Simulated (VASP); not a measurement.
A run of VASP 6.6.1 is set up as follows.

The input INCAR:

```
SYSTEM = Al
  PREC = Accurate
  ENCUT = 520
  EDIFF = 1E-6
  ISMEAR = 0
  SIGMA = 0.15
  LREAL = .False.
  LASPH = .True.
  NELM = 80
  ALGO = Normal
  ISIF = 2
  LWAVE = .False.
  LCHARG = .False.
  GGA = PS
  NBANDS = 10
```

File KPOINTS:

```
regular mesh
0
Gamma
  18 18 10
  0 0 0
```

File POSCAR:

```
Al
1.0
    3.0492000000      0.0000000000      0.0000000000
   -1.5246000000      2.6406846612      0.0000000000
    0.0000000000      0.0000000000      5.0094000000
Al
2
Direct
    0.6666666667      0.3333333333      0.7500000000
    0.3333333333      0.6666666667      0.2500000000
```

Potentials or basis: VASP PAW PBE potentials, release 64 (Al).

Run with:

```sh
$ cat potpaw_PBE.64/Al/POTCAR > POTCAR
$ mpirun -np 1 vasp_std > vasp.out
```

(1) Estimate the band gap on the k mesh.

(2) Predict the pressure.

## Answers

(1) zero (bands 3 and 4 overlap by 6.66 eV).

(2) -10.2 GPa.

Caveat: the cell stands under tension; the PAW data sets were made with another functional, which shifts forces and pressure a little.
